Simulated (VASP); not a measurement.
Wanted: the native input for a VASP 6.6.1 run.

| Item | Value |
| --- | --- |
| Task | electric field gradients |
| Functional | PBE |
| Potentials or basis | VASP PAW PBE potentials, release 64 (Se) |
| Cutoff | 520 eV |
| k mesh | 6 × 6 × 6 |
| Occupations | fermi-dirac, width 0.01 eV |
| Spin | no spin polarisation |
| Dipole correction | no |
| Further INCAR settings | ALGO = Normal; EDIFF = 1e-08; NBANDS = 27 |

The structure of Se lies in POSCAR:

```
Se
1.0
    5.6809998619      3.2799267995      1.4763300000
   -5.6809998619      3.2799267995      1.4763300000
    0.0000000000     -6.5598535991      1.4763300000
Se
6
Direct
    0.2806600000      0.1625100000      0.9181800000
    0.9181800000      0.2806600000      0.1625100000
    0.1625100000      0.9181800000      0.2806600000
    0.7193400000      0.8374900000      0.0818200000
    0.0818200000      0.7193400000      0.8374900000
    0.8374900000      0.0818200000      0.7193400000
```

These files were run (other wordings do the same):

INCAR

```
SYSTEM = Se
PREC = Accurate ; ENCUT = 520
EDIFF = 1E-8 ; ISMEAR = -1
SIGMA = 0.01 ; LREAL = .False.
LASPH = .True. ; NELM = 60
ALGO = Normal ; ISIF = 2
LWAVE = .False. ; LCHARG = .False.
GGA = PE ; LEFG = .True.
NBANDS = 27
```

KPOINTS

```
regular mesh
0
Gamma
  6 6 6
  0 0 0
```

Potentials or basis: VASP PAW PBE potentials, release 64 (Se).

Launch:

```console
$ cat potpaw_PBE.64/Se/POTCAR > POTCAR
$ mpirun -np 1 vasp_std > vasp.out
```

It gave:

```json
{
 "Pressure": "2.8 GPa",
 "Largest force": "0.506 eV/Å",
 "Band gap on the k mesh": "1.19 eV (least direct gap 1.43 eV)",
 "Largest electric field gradient by atom": "Se -555.4 V/Å²"
}
```

Caveat: this functional lacks dispersion, which holds the molecules together, so the pressure and a relaxed volume are unreliable; without QUAD_EFG the Cq values of the log hold for a quadrupole moment of 1 mb, not for the nuclei.

Wall time 3.4 min on 1 thread of Intel(R) Xeon(R) Platinum 8488C (Sapphire Rapids) (shared host), peak memory 0.4 GiB.
